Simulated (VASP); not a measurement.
# AsP2 (P6_3/mmc) in VASP: notebook, part 2 of 2

VASP 6.6.1. Earlier steps stand in the parts before.

## (5) Relaxation of cell and atoms, PBE

File INCAR:

```
SYSTEM = AsP2
PREC = Accurate
ENCUT = 600
EDIFF = 1E-6
ISMEAR = 0
SIGMA = 0.1
LREAL = .False.
LASPH = .True.
NELM = 80
ALGO = Fast
ISIF = 3
LWAVE = .False.
LCHARG = .False.
GGA = PE
IBRION = 2
NSW = 100
EDIFFG = -0.01
```

File KPOINTS:

```
regular mesh
0
Gamma
  12 12 4
  0 0 0
```

File POSCAR:

```
AsP2
1.0
    3.8680913784      0.0000000000      0.0000000000
   -1.9340456892      3.3498653979      0.0000000000
    0.0000000000      0.0000000000      9.5078558820
P As
4 2
Direct
    0.6666666667      0.3333333333      0.3595316352
    0.3333333333      0.6666666667      0.6404683648
    0.3333333333      0.6666666667      0.8595316352
    0.6666666667      0.3333333333      0.1404683648
    0.0000000000      0.0000000000      0.5000000000
    0.0000000000      0.0000000000      0.0000000000
```

Potentials or basis: VASP PAW PBE potentials, release 64 (P, As).

Started as:

```bash
$ cat potpaw_PBE.64/P/POTCAR potpaw_PBE.64/As/POTCAR > POTCAR
$ mpirun -np 1 vasp_std > vasp.out
```

OUTCAR:

```text
SYSTEM = AsP2
   PREC = Accurate
   ENCUT = 600
   EDIFF = 1E-6
   ISMEAR = 0
   LREAL = .False.
   LASPH = .True.
   NELM = 80
   ISIF = 3
   GGA = PE
   IBRION = 2
   NSW = 100
   EDIFFG = -0.01

 ion  position               nearest neighbor table
   1  0.667  0.333  0.360-   4 2.08   5 2.60   5 2.60   5 2.60
   2  0.333  0.667  0.640-   3 2.08   5 2.60   5 2.60   5 2.60
   3  0.333  0.667  0.860-   2 2.08   6 2.60   6 2.60   6 2.60
   4  0.667  0.333  0.140-   1 2.08   6 2.60   6 2.60   6 2.60
   5  0.000  0.000  0.500-   1 2.60   2 2.60   1 2.60   2 2.60   1 2.60   2 2.60
   6  0.000  0.000  0.000-   3 2.60   4 2.60   4 2.60   3 2.60   4 2.60   3 2.60

  LATTYP: Found a hexagonal cell.
 ALAT       =     3.8680913784
 C/A-ratio  =     2.4580225625
[... 513 lines left out ...]

 number of electron      30.0000000 magnetization

 Free energy of the ion-electron system (eV)
  ---------------------------------------------------
  ext. energy  EPLUGINS =         0.00000000
  ---------------------------------------------------
  free energy    TOTEN  =       -29.26051659 eV

  energy without entropy =      -29.24817632  energy(sigma->0) =      -29.25434645

 E-fermi :   5.2685     XC(G=0):  -9.6384

 val. band max:        5.2663883132   @ k =   0.3333   0.0833   0.0000
 cond. band min:       5.2805869149   @ k =   0.1667   0.0000   0.2500
 fundamental gap:      0.0141986017
 Fermi energy:         5.2685385406

 k-point     1 :       0.0000    0.0000    0.0000
  band No.  band energies     occupation
      1      -9.3154      2.00000
      2      -8.3525      2.00000
      3      -7.1753      2.00000
      4      -3.9960      2.00000
      5      -3.0955      2.00000
      6       1.2095      2.00000
[... 505 lines left out ...]
      6      -2.2427      2.00000
[... 11 lines left out ...]
     18       7.7033      0.00000
     19       8.0871      0.00000

 [... further k-points ...]
[... 5 lines left out ...]
  --------------------------------------------------------------------------------------
  -------------------------------------------------------------------------------------
  Total        0.0105992      0.0105992     -0.0232848      0.0000000     -0.0000000      0.0000000
  in kB        0.1358522      0.1358522     -0.2984449      0.0000000     -0.0000000      0.0000000
  external PRESSURE =      -0.0089135 kB  Pullay stress =       0.0000000 kB
[... 21 lines left out ...]
  FREE ENERGIE OF THE ION-ELECTRON SYSTEM (eV)
  ---------------------------------------------------
  free  energy   TOTEN  =       -29.2605165863 eV

  energy  without entropy=      -29.2481763197  energy(sigma->0) =      -29.25434645

 reached required accuracy - stopping structural energy minimisation
```

Run time: 15 min. Hardware: 1 thread of Oxide Virtual Turin-like, shared host; peak memory 0.35 GiB.

What came out:

| Item | Value |
| --- | --- |
| Free energy | -29.2605 eV |
| Relaxed volume | 20.83 Å³/atom |
| Relaxed cell | a = 3.944 Å, b = 3.944 Å, c = 9.280 Å, α = 90.00°, β = 90.00°, γ = 120.00° |
| Space group after relaxing (to 0.1 Å) | P6_3/mmc (No. 194) |
| Energy gained by relaxing | 6.1 meV/atom |
| Ionic steps | 9 |
| Pressure after relaxing | 0.0 GPa |
| Band gap on the k mesh | zero (bands 15 and 16 overlap by 1.82 eV) |

The path:
| step | energy change (eV) | largest force (eV/Å) | pressure (GPa) | volume (Å³) |
| --- | --- | --- | --- | --- |
| 1 | 0.0000 | 0.2729 | 0.56 | 123.20 |
| 2 | -0.0176 | 0.0145 | -0.21 | 124.48 |
| 3 | -0.0200 | 0.1620 | -0.62 | 125.20 |
| 4 | -0.0303 | 0.0883 | -0.44 | 125.27 |
| 5 | -0.0363 | 0.0188 | -0.19 | 125.35 |
| 6 | -0.0365 | 0.0381 | -0.14 | 125.36 |
| 7 | -0.0365 | 0.0352 | -0.16 | 125.36 |
| 8 | -0.0367 | 0.0155 | -0.08 | 125.17 |
| 9 | -0.0368 | 0.0015 | 0.00 | 125.00 |

Final structure:
```
P As
1.0
     3.94380    0.00000    0.00000
    -1.97190    3.41543    0.00000
     0.00000    0.00000    9.28024
P As
4 2
Direct
  0.66667 0.33333 0.36282
  0.33333 0.66667 0.63718
  0.33333 0.66667 0.86282
  0.66667 0.33333 0.13718
  0.00000 0.00000 0.50000
  0.00000 0.00000 0.00000
```

Levels at points of the mesh, in eV from the Fermi level:
| k point | band 11 | band 12 | band 13 | band 14 | band 15 | band 16 | band 17 | band 18 | band 19 |
| --- | --- | --- | --- | --- | --- | --- | --- | --- | --- |
| (0.00, 0.00, 0.00) | -2.09 | -2.01 | -2.01 | -1.72 | -0.09 | -0.09 | 0.41 | 1.06 | 1.06 |
| (0.50, 0.00, 0.00) | -3.77 | -2.73 | -2.30 | -1.93 | 0.50 | 0.96 | 1.38 | 1.66 | 2.31 |
| (0.00, 0.00, 0.50) | -1.91 | -1.91 | -1.07 | -1.07 | -1.07 | -1.07 | 0.62 | 0.62 | 2.50 |
| (0.50, 0.00, 0.50) | -3.56 | -3.56 | -0.78 | -0.78 | -0.75 | -0.75 | 1.84 | 1.84 | 3.20 |

## (6) The runs side by side

| task | cell | k mesh | cutoff (eV) | gap on the mesh (eV) | pressure (GPa) | relaxed volume (Å³/atom) | largest force (eV/Å) |
| --- | --- | --- | --- | --- | --- | --- | --- |
| single point | a = 3.868, b = 3.868, c = 9.508 Å, angles 90.0, 90.0, 120.0°, 6 atoms, atomic positions A | 6 × 6 × 2 | 520 | none | 0.1 | - | 0.04 |
| relaxation of cell and atoms | relaxed from a = 3.452, b = 3.452, c = 8.787 Å, angles 90.0, 90.0, 120.0°, 6 atoms, atomic positions B | 6 × 6 × 2 | 600 | none | 0.0 | 20.78 | 0.01 |
| single point | a = 3.943, b = 3.943, c = 9.283 Å, angles 90.0, 90.0, 120.0°, 6 atoms, atomic positions C | 12 × 12 × 4 | 520 | none | 0.0 | - | 0.05 |
| relaxation of cell and atoms | relaxed from a = 3.868, b = 3.868, c = 9.508 Å, angles 90.0, 90.0, 120.0°, 6 atoms, atomic positions A | 12 × 12 × 4 | 600 | none | 0.0 | 20.83 | - |

Alike in all rows: level PBE; potentials or basis VASP PAW PBE potentials, release 64 (P, As); no spin polarisation; smearing gaussian 0.1 eV.

Caveats: the volume moved by over 15 % at a fixed basis, so the end points are rough (at least some runs).

Absolute energies hang on the potentials; compare differences alone.

The gap in the log of VASP goes by the Fermi energy; the results here count the filled bands.